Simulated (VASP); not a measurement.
Here is a VASP 6.6.1 calculation.

POSCAR

```
HfN
1.0
    3.1339080219      0.0000000000      0.0000000000
   -1.5669540110      2.7140439601      0.0000000000
    0.0000000000      0.0000000000      5.4167677200
Hf N
2 2
Direct
    0.3333333333      0.6666666667      0.2500000000
    0.6666666667      0.3333333333      0.7500000000
    0.0000000000      0.0000000000      0.5000000000
    0.0000000000      0.0000000000      0.0000000000
```

File INCAR.step1:

```
  PREC = Accurate
  ENCUT = 520
  ISMEAR = -1
  SIGMA = 0.02
  LREAL = F
  LASPH = T
  NELM = 80
  NBANDS = 23
  GGA = PE
  ALGO = Normal
  EDIFF = 1E-4
  LWAVE = T
  LCHARG = F
```

The input INCAR.step2:

```
  PREC = Accurate
  ENCUT = 520
  EDIFF = 1E-7
  ISMEAR = -1
  SIGMA = 0.02
  LREAL = F
  LASPH = T
  NELM = 80
  ALGO = Normal
  ISIF = 2
  LWAVE = F
  LCHARG = F
  METAGGA = R2SCAN
  LMIXTAU = T
  NBANDS = 23
  ISTART = 1
```

KPOINTS

```
Automatic mesh
0
Gamma
  11 11 6
```

Potentials or basis: VASP PAW PBE potentials, release 64 (Hf_pv, N).

Launch:

```sh
$ cat potpaw_PBE.64/Hf_pv/POTCAR potpaw_PBE.64/N/POTCAR > POTCAR
$ cp INCAR.step1 INCAR
$ mpirun -np 1 vasp_std > vasp.out
$ cp INCAR.step2 INCAR
$ mpirun -np 1 vasp_std > vasp.out
```

Problem. What does it give for the band gap on the k mesh?

Solution. Zero (bands 15 and 16 overlap by 2.46 eV).

Problem. Estimate the pressure.

Solution. -0.3 GPa.

Stress tensor (GPa, compression positive):
```
-0.40  0.00  0.00
 0.00 -0.40  0.00
 0.00  0.00 -0.11
```

Caveat: the PAW data sets were made with another functional, which shifts forces and pressure a little; spin-orbit coupling is left out, which moves the levels of the heavy elements.
